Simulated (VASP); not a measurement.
Input of a VASP 6.6.1 run:

The input INCAR:

```
SYSTEM = Al5GaAs6
  PREC = Accurate
  ENCUT = 520
  EDIFF = 1E-6
  ISMEAR = 0
  SIGMA = 0.02
  LREAL = .False.
  LASPH = .True.
  NELM = 100
  ALGO = Normal
  ISIF = 2
  LWAVE = .False.
  LCHARG = .True.
  GGA = PE
  LELF = .True.
  LVHAR = .True.
  NBANDS = 41
```

KPOINTS

```
regular mesh
0
Gamma
  8 8 2
  0 0 0
```

File POSCAR:

```
Al5GaAs6
1.0
    4.0541471163      0.0000000000      0.0000000000
    0.0000000000      4.0541471163      0.0000000000
    0.0000000000      0.0000000000     17.1817147571
Al Ga As
5 1 6
Direct
    0.0000000000      0.0000000000      0.6668944230
    0.5000000000      0.5000000000      0.8334580816
    0.0000000000      0.0000000000      0.0000000000
    0.5000000000      0.5000000000      0.1665419184
    0.0000000000      0.0000000000      0.3331055770
    0.5000000000      0.5000000000      0.5000000000
    0.5000000000      0.0000000000      0.9167331289
    0.0000000000      0.5000000000      0.0832668711
    0.5000000000      0.0000000000      0.2498292468
    0.0000000000      0.5000000000      0.4160494569
    0.5000000000      0.0000000000      0.5839505431
    0.0000000000      0.5000000000      0.7501707532
```

Potentials or basis: VASP PAW PBE potentials, release 64 (Al, Ga_d, As).

Command:

```bash
$ cat potpaw_PBE.64/Al/POTCAR potpaw_PBE.64/Ga_d/POTCAR potpaw_PBE.64/As/POTCAR > POTCAR
$ mpirun -np 1 vasp_std > vasp.out
```

Task: What does it give for the pressure?

Result: 0.2 GPa.

Task: What does it give for the largest force?

Result: 0.003 eV/Å.

Forces in eV/Å, atoms in the order of the input:
```
Al   0.000  0.000  0.000
Al   0.000  0.000  0.000
Al   0.000  0.000  0.000
Al   0.000  0.000  0.000
Al   0.000  0.000  0.000
Ga   0.000  0.000  0.000
As   0.000  0.000  0.000
As   0.000  0.000  0.000
As   0.000  0.000  0.000
As   0.000  0.000 -0.003
As   0.000  0.000  0.003
As   0.000  0.000  0.000
```
